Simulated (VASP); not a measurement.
**ZrOs: electric field gradients with LDA**

ZrOs:

```
Zr Os
1.0
     3.26300    0.00000    0.00000
     0.00000    3.26300    0.00000
     0.00000    0.00000    3.26300
Zr Os
1 1
Direct
  0.50000 0.50000 0.50000
  0.00000 0.00000 0.00000
```

```
Program                : VASP 6.6.1
Task                   : electric field gradients
Functional             : LDA
Potentials or basis    : VASP PAW LDA potentials, release 64 (Zr_sv, Os)
Cutoff                 : 520 eV
k mesh                 : 11 × 11 × 11
Occupations            : fermi-dirac, width 0.05 eV
Spin                   : no spin polarisation
Dipole correction      : no
Further INCAR settings : ALGO = Normal; EDIFF = 1e-08; NBANDS = 17
```

* Pressure: -7.2 GPa
* Band gap on the k mesh: zero (band 10 reaches 9.91 eV, above the bottom of band 11 at 8.97 eV)

Levels at points of the mesh, in eV from the Fermi level:
| k point | band 6 | band 7 | band 8 | band 9 | band 10 | band 11 | band 12 | band 13 | band 14 | band 15 |
| --- | --- | --- | --- | --- | --- | --- | --- | --- | --- | --- |
| (0.00, 0.00, 0.00) | -5.11 | -5.11 | -1.51 | -1.51 | -1.51 | 2.18 | 2.18 | 5.26 | 5.26 | 5.26 |

It took 8.1 s on 1 thread of Intel(R) Xeon(R) 6975P-C (Granite Rapids), on a shared host, peak memory 0.14 GiB.

Caveat: without QUAD_EFG the Cq values of the log hold for a quadrupole moment of 1 mb, not for the nuclei; spin-orbit coupling is left out, which moves the levels of the heavy elements.
